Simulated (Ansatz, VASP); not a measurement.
**In in VASP and in Ansatz**

Contents of INCAR:

```
SYSTEM = In
PREC = Accurate ; ENCUT = 600
EDIFF = 1E-6 ; ISMEAR = 0
SIGMA = 0.1 ; LREAL = .FALSE.
LASPH = .TRUE. ; NELM = 100
ALGO = Fast ; ISIF = 3
LWAVE = .FALSE. ; LCHARG = .FALSE.
GGA = PE ; IBRION = 2
NSW = 90 ; EDIFFG = -0.04
```

File KPOINTS:

```
Automatic mesh
0
G
  3 3 4
  0 0 0
```

POSCAR

```
In
1.0
    8.4940681200      0.0000000000      0.0000000000
   -4.2470340600      7.3560787800      0.0000000000
    0.0000000000      0.0000000000      3.8710349200
In
8
Direct
    0.8099998000      0.1900002000      0.5000000000
    0.8099998000      0.6199996000      0.5000000000
    0.3800004000      0.1900002000      0.5000000000
    0.1900002000      0.8099998000      0.5000000000
    0.1900002000      0.3800004000      0.5000000000
    0.6199996000      0.8099998000      0.5000000000
    0.3333333300      0.6666666700      0.0000000000
    0.6666666700      0.3333333300      0.0000000000
```

Input for Ansatz:

```yaml
crystal:
  lattice:
    - [8.49406812, 0.0, 0.0]
    - [-4.24703406, 7.35607878, 0.0]
    - [0.0, 0.0, 3.87103492]
  atoms:
    - { symbol: In, position: [0.8099998, 0.1900002, 0.5] }
    - { symbol: In, position: [0.8099998, 0.6199996, 0.5] }
    - { symbol: In, position: [0.3800004, 0.1900002, 0.5] }
    - { symbol: In, position: [0.1900002, 0.8099998, 0.5] }
    - { symbol: In, position: [0.1900002, 0.3800004, 0.5] }
    - { symbol: In, position: [0.6199996, 0.8099998, 0.5] }
    - { symbol: In, position: [0.33333333, 0.66666667, 0.0] }
    - { symbol: In, position: [0.66666667, 0.33333333, 0.0] }
basis:
  ecutwfc: 420
kpoints:
  mp_grid: { grid: [3, 3, 4] }
hamiltonian:
  xc: pbe
scf:
  occupations: { method: gaussian, width: 0.1 }
  lower_state_search: "off"
output:
  forces: true
  stress: true
  eigenvalues: true
relax:
  adjacent_minimum: "off"
  f_tol: 0.04
  max_steps: 70
  cell: { stress_tol: 0.4 }
```

Alike in both runs: task relaxation of cell and atoms; functional PBE; k mesh 3 × 3 × 4; occupations gaussian, width 0.1 eV; no spin polarisation.

```csv
,VASP,Ansatz
version,VASP 6.6.1,Ansatz 0.2.0
potentials or method,"VASP PAW PBE potentials, release 64 (In_d), cutoff 600 eV","scalar-relativistic, plane waves, PAW"
valence electrons in the cell,104,104
```

```tsv
	VASP	Ansatz	Ansatz less VASP
gap on the k mesh at the Fermi level, each at its own relaxed structure (eV)	none	none	-
relaxed volume (Å³/atom)	34.28	34.08	-0.197
relaxed length of the cell vector where the two differ most in proportion (Å)	9.230	9.192	-0.0380
```

A gap of «none» marks a metal or a gap that the smearing closes.

The k mesh is coarse, so the values compare programs but aren't converged.
